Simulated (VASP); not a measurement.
# MgS (P-6m2) in VASP: settings compared

The runs below take MgS through relaxation of cell and atoms, with PBEsol-based screened hybrid with 25 % exact exchange, HF.

Program: VASP 6.6.1. These are calculated values, not measurements. Logs are shortened: lines on timing, memory, paths and dates and some standing lists are left out, and cuts for length are marked.

### Step 1. The cell of the first run

The structure is hexagonal, space group P-6m2 (No. 187). Conventional cell: a = 3.611 Å, b = 3.611 Å, c = 3.305 Å, α = 90.00°, β = 90.00°, γ = 120.00°. Mg (site symmetry -6m2) has 6 S at 2.66 Å and 8 Mg at 3.31 to 3.61 Å within 3.7 Å. S (site symmetry -6m2) has 6 Mg at 2.66 Å and 8 S at 3.31 to 3.61 Å within 3.7 Å.

### Step 2. Relaxation of cell and atoms, PBEsol-based screened hybrid with 25 % exact exchange

File POSCAR:

```
MgS
1.0
    3.6109100000      0.0000000000      0.0000000000
   -1.8054500000      3.1271400000      0.0000000000
    0.0000000000      0.0000000000      3.3052600000
Mg S
1 1
Direct
    0.0000000000      0.0000000000      0.5000000000
    0.6666700000      0.3333300000      0.0000000000
```

File INCAR.step1:

```
  ALGO = Normal
  EDIFF = 1E-5
  ENCUT = 600
  GGA = PE
  ISMEAR = -1
  LASPH = True
  LCHARG = False
  LREAL = False
  LWAVE = True
  NBANDS = 11
  NELM = 80
  PREC = Accurate
  SIGMA = 0.05
```

File INCAR.step2:

```
  AEXX = 0.25
  ALGO = Normal
  EDIFF = 1E-6
  EDIFFG = -0.01
  ENCUT = 600
  GGA = PS
  HFSCREEN = 0.207
  IBRION = 2
  ISIF = 3
  ISMEAR = -1
  ISTART = 1
  LASPH = True
  LCHARG = False
  LHFCALC = True
  LREAL = False
  LWAVE = False
  NELM = 80
  NSW = 60
  PREC = Accurate
  PRECFOCK = Normal
  SIGMA = 0.05
```

File KPOINTS:

```
k-points
0
Gamma
  5 5 4
```

Potentials or basis: VASP PAW PBE potentials, release 64 (Mg, S).

The run is started by

```
> cat potpaw_PBE.64/Mg/POTCAR potpaw_PBE.64/S/POTCAR > POTCAR
> cp INCAR.step1 INCAR
> mpirun -np 1 vasp_std > vasp.out
> cp INCAR.step2 INCAR
> mpirun -np 1 vasp_std > vasp.out
```

OUTCAR:

```text
AEXX = 0.25
   EDIFF = 1E-6
   EDIFFG = -0.01
   ENCUT = 600
   GGA = PS
   HFSCREEN = 0.207
   IBRION = 2
   ISIF = 3
   ISMEAR = -1
   ISTART = 1
   LASPH = True
   LHFCALC = True
   LREAL = False
   NELM = 80
   NSW = 60
   PREC = Accurate
   PRECFOCK = Normal

 ion  position               nearest neighbor table
   1  0.000  0.000  0.500-   2 2.66   2 2.66   2 2.66   2 2.66   2 2.66   2 2.66
   2  0.667  0.333  0.000-   1 2.66   1 2.66   1 2.66   1 2.66   1 2.66   1 2.66

  LATTYP: Found a hexagonal cell.
 ALAT       =     3.6109100000
 C/A-ratio  =     0.9153537474

  Lattice vectors:

 A1 = (   3.6109100000,   0.0000000000,   0.0000000000)
 A2 = (  -1.8054500000,   3.1271400000,   0.0000000000)
 A3 = (   0.0000000000,   0.0000000000,   3.3052600000)

Analysis of symmetry for initial positions (statically):
=====================================================================
 Subroutine PRICEL returns:
 Original cell was already a primitive cell.

 Routine SETGRP: Setting up the symmetry group for a
 hexagonal supercell.

 Subroutine GETGRP returns: Found  4 space group operations
 (whereof  4 operations were pure point group operations)
 out of a pool of 24 trial point group operations.

The static configuration has the point symmetry C_2v.

Analysis of symmetry for dynamics (positions and initial velocities):
=====================================================================
 Subroutine PRICEL returns:
 Original cell was already a primitive cell.

 Routine SETGRP: Setting up the symmetry group for a
 hexagonal supercell.

 Subroutine GETGRP returns: Found  4 space group operations
 (whereof  4 operations were pure point group operations)
 out of a pool of 24 trial point group operations.

The dynamic configuration has the point symmetry C_2v.

 Subroutine INISYM returns: Found  4 space group operations
 (whereof  4 operations are pure point group operations),
 and found     1 'primitive' translations

----------------------------------------------------------------------------------------

                                     Primitive cell

  volume of cell :      37.3224

  direct lattice vectors                    reciprocal lattice vectors
     3.610910000  0.000000000  0.000000000     0.276938500  0.159890064  0.000000000
    -1.805450000  3.127140000  0.000000000     0.000000000  0.319781014  0.000000000
     0.000000000  0.000000000  3.305260000     0.000000000  0.000000000  0.302548060

  length of vectors
     3.610910000  3.610907681  3.305260000     0.319780809  0.319781014  0.302548060

  position of ions in fractional coordinates (direct lattice)
     0.000000000  0.000000000  0.500000000
     0.666670000  0.333330000  0.000000000

  ion indices of the primitive-cell ions
   primitive index   ion index
                 1           1
                 2           2

----------------------------------------------------------------------------------------

 KPOINTS: k-points

Automatic generation of k-mesh.
 Grid dimensions read from file:
 generate k-points for:    5    5    4

 Generating k-lattice:

  Cartesian coordinates                     Fractional coordinates (reciprocal lattice)
     0.055387700  0.031978013  0.000000000     0.200000000  0.000000000  0.000000000
     0.000000000  0.063956203  0.000000000     0.000000000  0.200000000  0.000000000
     0.000000000  0.000000000  0.075637015     0.000000000  0.000000000  0.250000000

  Length of vectors
     0.063956162  0.063956203  0.075637015

  Shift w.r.t. Gamma in fractional coordinates (k-lattice)
     0.000000000  0.000000000  0.000000000

 Subroutine IBZKPT returns following result:
 ===========================================

 Found     27 irreducible k-points:

 Following reciprocal coordinates:
            Coordinates               Weight
  0.000000  0.000000  0.000000      1.000000
  0.200000 -0.000000  0.000000      4.000000
 -0.200000  0.200000  0.000000      2.000000
  0.400000  0.000000  0.000000      4.000000
 -0.400000  0.400000  0.000000      2.000000
  0.200000  0.200000  0.000000      2.000000
[... 16 lines left out ...]
 -0.400000  0.400000  0.500000      2.000000
  0.200000  0.200000  0.500000      2.000000
 [... further k-points ...]
   k-points           NKPTS =     27   k-points in BZ     NKDIM =    100   number of bands    NBANDS=      8
   number of dos      NEDOS =    301   number of ions     NIONS =      2
   total plane-waves  NPLWV =  25200
   dimension x,y,z NGX =    30 NGY =   30 NGZ =   28
   dimension x,y,z NGXF=    60 NGYF=   60 NGZF=   56
   ions per type =               1   1
   NGX,Y,Z   is equivalent  to a cutoff of  13.81, 13.81, 14.08 a.u.
   NGXF,Y,Z  is equivalent  to a cutoff of  27.62, 27.62, 28.17 a.u.
 SYSTEM =  unknown system
   PREC   = accura    normal or accurate (medium, high low for compatibility)
   ISTART =      1    job   : 0-new  1-cont  2-samecut
   ICHARG =      0    charge: 1-file 2-atom 10-const
   ISPIN  =      1    spin polarized calculation?
   LNONCOLLINEAR =      F non collinear calculations
   LSORBIT =      F    spin-orbit coupling
   LASPH  =      T    aspherical Exc in radial PAW
   ENCUT  =  600.0 eV  44.10 Ry    6.64 a.u.   7.21  7.21  6.60*2*pi/ulx,y,z
   NELM   =     80;   NELMIN=  2; NELMDL=  0     # of ELM steps
   EDIFF  = 0.1E-05   stopping-criterion for ELM
   LREAL  =      F    real-space projection
   EDIFFG = -.1E-01   stopping-criterion for IOM
   NSW    =     60    number of steps for IOM
   IBRION =      2    ionic relax: 0-MD 1-quasi-New 2-CG
   NFREE  =      1    steps in history (QN), initial steepest desc. (CG)
   ISIF   =      3    stress and relaxation
   ISYM   =      3    0-nonsym 1-usesym 2-fastsym
   POTIM  = 0.5000    time-step for ionic-motion
   TEBEG  =    0.0;   TEEND  =   0.0 temperature during run
   PSTRESS=    0.0 pullay stress
   NELECT =       8.0000    total number of electrons
   NUPDOWN=      -1.0000    fix difference up-down
   EMIN   =  10.00;   EMAX   =-10.00  energy-range for DOS
   EFERMI =   0.00;   METHOD = LEGACY
   ISMEAR =    -1;   SIGMA  =   0.05  broadening in eV -4-tet -1-fermi 0-gaus
   EFERMI_NEDOS =   21; number of points for ismear=-14 and -15
   IALGO  =     38    algorithm
   IMIX   =      1    mixing-type and parameters
     AMIX     =   0.40;   BMIX     =  1.00
     AMIX_MAG =   1.60;   BMIX_MAG =  1.00
  volume/ion in A,a.u.               =      18.66       125.93
  Fermi-wavevector in a.u.,A,eV,Ry     =   0.979749  1.851458 13.060350  0.959909
  Thomas-Fermi vector in A             =   2.110626
   LORBIT       =      0    0 simple, 1 ext, 2 COOP (PROOUT), +10 PAW based schemes
   GGA     = PS    functional components
   LHFCALC =     T    Hartree Fock is set to
   PRECFOCK=normal    Normal, Fast or Accurate (Low or Medium for compatibility)
   ENCUT4O =  -1.0   cutoff for four orbital integrals eV
   NKREDX  =     1    reduce k-point grid by
   NKREDY  =     1    reduce k-point grid by
   NKREDZ  =     1    reduce k-point grid by
   AEXX    =    0.2500 exact exchange contribution
   HFSCREEN=    0.2070 screening length (either q_TF or 0.3 A-1)
   HFSCREENC=   0.2070 screening length for correlation (either q_TF or 0.3 A-1)
   ENCUTFOCK=  -1.0 apply spherical cutoff to Coloumb kernel
   IVDW    =     0    specifies the selected vdW correction
   LEPSILON=     F    determine dielectric tensor
   LRPA    =     F    only Hartree local field effects (RPA)
 conjugate gradient relaxation of ions
 non-spin polarized calculation
  energy-cutoff  :      600.00
  volume of cell :       37.32
 maximum number of plane-waves:      1256
 NGX is ok and might be reduce to    30
  NGX = 24; NGY = 24; NGZ = 20

--------------------------------------- Ionic step        1  -------------------------------------------

 number of electron       8.0000001 magnetization

 Free energy of the ion-electron system (eV)
  ---------------------------------------------------
  ext. energy  EPLUGINS =         0.00000000
  ---------------------------------------------------
  free energy    TOTEN  =        -9.69674421 eV

  energy without entropy =       -9.69674421  energy(sigma->0) =       -9.69674421

------------------------ aborting loop because EDIFF is reached ----------------------------------------

  FORCE on cell =-STRESS in cart. coord.  units (eV):
  Direction    XX          YY          ZZ          XY          YZ          ZX
  --------------------------------------------------------------------------------------
  -------------------------------------------------------------------------------------
  Total       -0.6274003     -0.6274088     -0.5988164     -0.0000083      0.0000000      0.0000000
  in kB      -26.9330602    -26.9334259    -25.7060104     -0.0003566      0.0000000      0.0000000
  external PRESSURE =     -26.5241655 kB  Pullay stress =       0.0000000 kB

 VOLUME and BASIS-vectors are now :
 -----------------------------------------------------------------------------
  energy-cutoff  :      600.00
  volume of cell :       37.32
      direct lattice vectors                 reciprocal lattice vectors
     3.610910000  0.000000000  0.000000000     0.276938500  0.159890064  0.000000000
    -1.805450000  3.127140000  0.000000000     0.000000000  0.319781014  0.000000000
     0.000000000  0.000000000  3.305260000     0.000000000  0.000000000  0.302548060
[... 73 lines left out ...]
 POSITION                                       TOTAL-FORCE (eV/Angst)
 -----------------------------------------------------------------------------------
     -1.78325      3.08870      1.63324         0.000039     -0.000022      0.000000
      1.78328      1.02956      0.00000        -0.000039      0.000022      0.000000
 -----------------------------------------------------------------------------------
    total drift:                               -0.000004     -0.000007      0.000000

  FREE ENERGIE OF THE ION-ELECTRON SYSTEM (eV)
  ---------------------------------------------------
  free  energy   TOTEN  =        -9.7081473018 eV

  energy  without entropy=       -9.7081473017  energy(sigma->0) =       -9.70814730

--------------------------------------- Ionic step        4  -------------------------------------------

 number of electron       8.0000000 magnetization

 Free energy of the ion-electron system (eV)
  ---------------------------------------------------
  ext. energy  EPLUGINS =         0.00000000
  ---------------------------------------------------
  free energy    TOTEN  =        -9.70840830 eV

  energy without entropy =       -9.70840830  energy(sigma->0) =       -9.70840830

 E-fermi :   4.7031     XC(G=0):  -8.0390

 val. band max:        3.6393251097   @ k =   0.0000   0.0000   0.5000
 cond. band min:       5.9796529361   @ k =   0.4000   0.2000   0.5000
 fundamental gap:      2.3403278264
 Fermi energy:         4.7031050341

 k-point     1 :       0.0000    0.0000    0.0000
  band No.  band energies     occupation
      1     -10.9359      2.00000
      2       2.7552      2.00000
      3       2.8182      2.00000
      4       2.8182      2.00000
      5       6.8087      0.00000
      6       9.9078      0.00000
      7      11.8640      0.00000
      8      11.8640      0.00000

 k-point     2 :       0.2000   -0.0000    0.0000
  band No.  band energies     occupation
      1     -10.5634      2.00000
      2       0.5885      2.00000
      3       2.3696      2.00000
      4       3.0022      2.00000
      5       8.0016      0.00000
      6       9.9969      0.00000
      7      12.0066      0.00000
      8      13.3468      0.00000
[... 221 lines left out ...]
 k-point    23 :      -0.4000    0.4000    0.5000
  band No.  band energies     occupation
      1      -8.7319      2.00000
      2      -1.3263      2.00000
      3      -0.3224      2.00000
      4       2.6902      2.00000
      5       5.9803      0.00000
      6      10.3530      0.00000
      7      11.2301      0.00000
      8      12.9649      0.00000

 k-point    24 :       0.2000    0.2000    0.5000
  band No.  band energies     occupation
      1      -8.8678      2.00000
      2      -1.5687      2.00000
      3       0.4113      2.00000
      4       2.1460      2.00000
      5       6.9680      0.00000
      6       9.5690      0.00000
      7      12.3587      0.00000
      8      13.8591      0.00000

 [... further k-points ...]

------------------------ aborting loop because EDIFF is reached ----------------------------------------

  FORCE on cell =-STRESS in cart. coord.  units (eV):
  Direction    XX          YY          ZZ          XY          YZ          ZX
  --------------------------------------------------------------------------------------
  -------------------------------------------------------------------------------------
  Total        0.0106606      0.0106539     -0.0185555     -0.0000058      0.0000000      0.0000000
  in kB        0.4750852      0.4747880     -0.8269187     -0.0002567      0.0000000      0.0000000
  external PRESSURE =       0.0409848 kB  Pullay stress =       0.0000000 kB

 VOLUME and BASIS-vectors are now :
 -----------------------------------------------------------------------------
  energy-cutoff  :      600.00
  volume of cell :       35.95
      direct lattice vectors                 reciprocal lattice vectors
     3.559928987 -0.000001789  0.000000000     0.280904561  0.162180048  0.000000000
    -1.779961114  3.082988326  0.000000000     0.000000163  0.324360713  0.000000000
     0.000000000  0.000000000  3.275721096     0.000000000  0.000000000  0.305276295

 POSITION                                       TOTAL-FORCE (eV/Angst)
 -----------------------------------------------------------------------------------
     -1.77996      3.08299      1.63786         0.000029     -0.000017      0.000000
      1.77998      1.02765      0.00000        -0.000029      0.000017      0.000000
 -----------------------------------------------------------------------------------
    total drift:                               -0.000005     -0.000007     -0.000000

  FREE ENERGIE OF THE ION-ELECTRON SYSTEM (eV)
  ---------------------------------------------------
  free  energy   TOTEN  =        -9.7084083033 eV

  energy  without entropy=       -9.7084083033  energy(sigma->0) =       -9.70840830

 reached required accuracy - stopping structural energy minimisation
```

It took 21 min on 1 thread of Intel Xeon Platinum 8259CL at 2.50GHz (Skylake/Cascade Lake), shared host; peak memory 0.29 GiB.

What came out:

| Quantity | Value |
| --- | --- |
| Free energy | -9.7084 eV |
| Relaxed volume | 17.98 Å³/atom |
| Relaxed cell | a = 3.560 Å, b = 3.560 Å, c = 3.276 Å, α = 90.00°, β = 90.00°, γ = 120.00° |
| Space group after relaxing (to 0.1 Å) | P-6m2 (No. 187) |
| Energy gained by relaxing | 5.8 meV/atom |
| Ionic steps | 4 |
| Pressure after relaxing | 0.0 GPa |
| Band gap on the k mesh | 2.34 eV (least direct gap 3.29 eV) |

Stress tensor (GPa, compression positive):
```
 0.05  0.00  0.00
 0.00  0.05  0.00
 0.00  0.00 -0.08
```

The path:
```tsv
step	energy change (eV)	largest force (eV/Å)	pressure (GPa)	volume (Å³)
1	0.0000	0.0000	-2.65	37.32
2	-0.0108	0.0000	0.69	35.68
3	-0.0114	0.0000	0.02	35.98
4	-0.0117	0.0000	0.00	35.95
```

Final structure:
```
Mg S
1.0
     3.55993    0.00000    0.00000
    -1.77996    3.08299    0.00000
     0.00000    0.00000    3.27572
Mg S
1 1
Direct
  0.00000 0.00000 0.50000
  0.66667 0.33333 0.00000
```

Levels at points of the mesh, in eV from the valence-band top:
```csv
k point,band 1,band 2,band 3,band 4,band 5,band 6,band 7,band 8
"(0.00, 0.00, 0.00)",-14.58,-0.88,-0.82,-0.82,3.17,6.27,8.22,8.22
"(0.00, 0.00, 0.50)",-13.30,-6.46,0.00,0.00,6.64,8.37,9.55,9.55
```

Caveat: the k points lie up to 0.48 Å⁻¹ apart in the final cell; the PAW data sets were made with another functional, which shifts forces and pressure a little. A k mesh can miss the band edges.

[end of part 1 of 2]
